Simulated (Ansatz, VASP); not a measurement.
## TiB in VASP and in Ansatz

```
CELL_PARAMETERS angstrom
6.05863 0.00000 0.00000
0.00000 3.03300 0.00000
0.00000 0.00000 4.52676
ATOMIC_POSITIONS crystal
Ti 0.17739 0.25000 0.12201
Ti 0.82261 0.75000 0.87799
Ti 0.32261 0.75000 0.62201
Ti 0.67739 0.25000 0.37799
B 0.03019 0.25000 0.60008
B 0.96981 0.75000 0.39992
B 0.46981 0.75000 0.10008
B 0.53019 0.25000 0.89992
```

Alike in both runs: functional PBEsol; k mesh 6 × 12 × 8; occupations gaussian, width 0.1 eV; no spin polarisation.

Ansatz relaxed the structure, and its values are those at the end. VASP's run is a single point on that final structure, the one shown.

|  | VASP | Ansatz |
| --- | --- | --- |
| version | VASP 6.6.1 | Ansatz 0.2.0 |
| potentials or method | VASP PAW PBE potentials, release 64 (Ti_sv, B), cutoff 520 eV | scalar-relativistic, plane waves, PAW |
| valence electrons in the cell | 60 | 60 |

Ansatz gave:

| Quantity | Value |
| --- | --- |
| gap on the k mesh at the Fermi level (eV) | none |
| pressure (GPa) | 0.0 |
| rms of the force components (eV/Å) | 0.000 |

**Question.** What did VASP give for the same quantities?

**Answer.** gap on the k mesh at the Fermi level (eV): none; pressure (GPa): 0.1; rms of the force components (eV/Å): 0.005.

VASP's potentials were made for PBE, not for PBEsol. A gap of «none» marks a metal or a gap that the smearing closes.
